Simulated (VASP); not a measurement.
# Co2O (Pnnm) in VASP: a series of runs, part 2 of 2

VASP 6.6.1. Earlier steps stand in the parts before.

## Step 4: Single point, r2SCAN

File POSCAR:

```
Co2O
1.0
    2.8058730000      0.0000000000      0.0000000000
    0.0000000000      4.5287290000      0.0000000000
    0.0000000000      0.0000000000      4.2717900000
Co O
4 2
Direct
    0.0000000000      0.3250000000      0.2610000000
    0.5000000000      0.1750000000      0.7610000000
    0.0000000000      0.6750000000      0.7390000000
    0.5000000000      0.8250000000      0.2390000000
    0.0000000000      0.0000000000      0.0000000000
    0.5000000000      0.5000000000      0.5000000000
```

File INCAR.step1:

```
PREC = Accurate ; ENCUT = 770
ISMEAR = -1 ; SIGMA = 0.1
LREAL = F ; LASPH = T
NELM = 120 ; NBANDS = 49
ISYM = 0 ; GGA = PE
ALGO = Normal ; EDIFF = 1E-5
LWAVE = T ; LCHARG = F
GGA_COMPAT = F
```

File INCAR.step2:

```
PREC = Accurate ; ENCUT = 770
EDIFF = 1E-6 ; ISMEAR = -1
SIGMA = 0.1 ; LREAL = F
LASPH = T ; NELM = 120
ALGO = Normal ; ISIF = 2
LWAVE = F ; LCHARG = F
METAGGA = R2SCAN ; LMIXTAU = T
NBANDS = 49 ; ISYM = 0
ISTART = 1 ; GGA_COMPAT = F
```

File KPOINTS:

```
regular mesh
0
Gamma
  6 4 4
```

Potentials or basis: VASP PAW PBE potentials, release 64 (Co_sv, O).

On the command line:

```bash
$ cat potpaw_PBE.64/Co_sv/POTCAR potpaw_PBE.64/O/POTCAR > POTCAR
$ cp INCAR.step1 INCAR
$ mpirun -np 1 vasp_std > vasp.out
$ cp INCAR.step2 INCAR
$ mpirun -np 1 vasp_std > vasp.out
```

OUTCAR:

```text
PREC = Accurate
   ENCUT = 770
   EDIFF = 1E-6
   ISMEAR = -1
   LREAL = F
   LASPH = T
   NELM = 120
   ISIF = 2
   METAGGA = R2SCAN
   ISYM = 0
   ISTART = 1

 ion  position               nearest neighbor table
   1  0.000  0.325  0.261-   5 1.85   6 1.91   6 1.91
   2  0.500  0.175  0.761-   6 1.85   5 1.91   5 1.91
   3  0.000  0.675  0.739-   5 1.85   6 1.91   6 1.91
   4  0.500  0.825  0.239-   6 1.85   5 1.91   5 1.91
   5  0.000  0.000  0.000-   1 1.85   3 1.85   2 1.91   4 1.91   2 1.91   4 1.91
   6  0.500  0.500  0.500-   2 1.85   4 1.85   3 1.91   1 1.91   1 1.91   3 1.91

IMPORTANT INFORMATION: All symmetrisations will be switched off!
NOSYMM: (Re-)initialisation of all symmetry stuff for point group C_1.

----------------------------------------------------------------------------------------

                                     Primitive cell

  volume of cell :      54.2818

  direct lattice vectors                    reciprocal lattice vectors
     2.805873000  0.000000000  0.000000000     0.356395318  0.000000000  0.000000000
     0.000000000  4.528729000  0.000000000     0.000000000  0.220812506  0.000000000
[... 145 lines left out ...]
 fundamental gap:      0.0214867507
 Fermi energy:        12.1226703659

 k-point     1 :       0.0000    0.0000    0.0000
  band No.  band energies     occupation
      1     -86.4267      2.00000
      2     -86.4018      2.00000
      3     -86.4000      2.00000
      4     -86.3930      2.00000
      5     -48.8063      2.00000
      6     -48.6708      2.00000
[... 1237 lines left out ...]
     48      19.3241      0.00000
     49      21.7335      0.00000

 [... further k-points ...]

------------------------ aborting loop because EDIFF is reached ----------------------------------------

  FORCE on cell =-STRESS in cart. coord.  units (eV):
  Direction    XX          YY          ZZ          XY          YZ          ZX
  --------------------------------------------------------------------------------------
  -------------------------------------------------------------------------------------
  Total        2.4541704      6.9688093      3.2237014      0.0000035     -0.0002212      0.0000502
  in kB       72.4370996    205.6908281     95.1505179      0.0001020     -0.0065292      0.0014808
  external PRESSURE =     124.4261485 kB  Pullay stress =       0.0000000 kB

 VOLUME and BASIS-vectors are now :
 -----------------------------------------------------------------------------
  energy-cutoff  :      770.00
  volume of cell :       54.28
      direct lattice vectors                 reciprocal lattice vectors
     2.805873000  0.000000000  0.000000000     0.356395318  0.000000000  0.000000000
     0.000000000  4.528729000  0.000000000     0.000000000  0.220812506  0.000000000
     0.000000000  0.000000000  4.271790000     0.000000000  0.000000000  0.234093904

 POSITION                                       TOTAL-FORCE (eV/Angst)
 -----------------------------------------------------------------------------------
      0.00000      1.47184      1.11494        -0.000001     -0.150780     -0.445078
      1.40294      0.79253      3.25083         0.000010      0.150518     -0.445072
      0.00000      3.05689      3.15685         0.000002      0.151183      0.445329
      1.40294      3.73620      1.02096        -0.000011     -0.151114      0.445228
      0.00000      0.00000      0.00000        -0.000004      0.000359     -0.000373
      1.40294      2.26436      2.13590         0.000004     -0.000167     -0.000034
 -----------------------------------------------------------------------------------
    total drift:                               -0.000007     -0.000570      0.000387

  FREE ENERGIE OF THE ION-ELECTRON SYSTEM (eV)
  ---------------------------------------------------
  free  energy   TOTEN  =       -64.0716096429 eV

  energy  without entropy=      -63.8419868579  energy(sigma->0) =      -63.95679825
```

It took 17 min on 1 thread of Intel Xeon Platinum 8259CL at 2.50GHz (Skylake/Cascade Lake), shared host; peak memory 0.33 GiB.

Results:

| Quantity | Value |
| --- | --- |
| Free energy | -64.0716 eV |
| Pressure | 12.4 GPa |
| Largest force | 0.470 eV/Å |
| Band gap on the k mesh | zero (bands 40 and 41 overlap by 0.34 eV) |

Forces in eV/Å, atoms in the order of the input:
```
Co   0.000 -0.151 -0.445
Co   0.000  0.151 -0.445
Co   0.000  0.151  0.445
Co   0.000 -0.151  0.445
O    0.000  0.000  0.000
O    0.000  0.000  0.000
```

Caveat: the k points lie up to 0.37 Å⁻¹ apart; the PAW data sets were made with another functional, which shifts forces and pressure a little; the run has no spin polarisation, though such a crystal can be magnetic.

The gap in the log of VASP goes by the Fermi energy; the results here count the filled bands.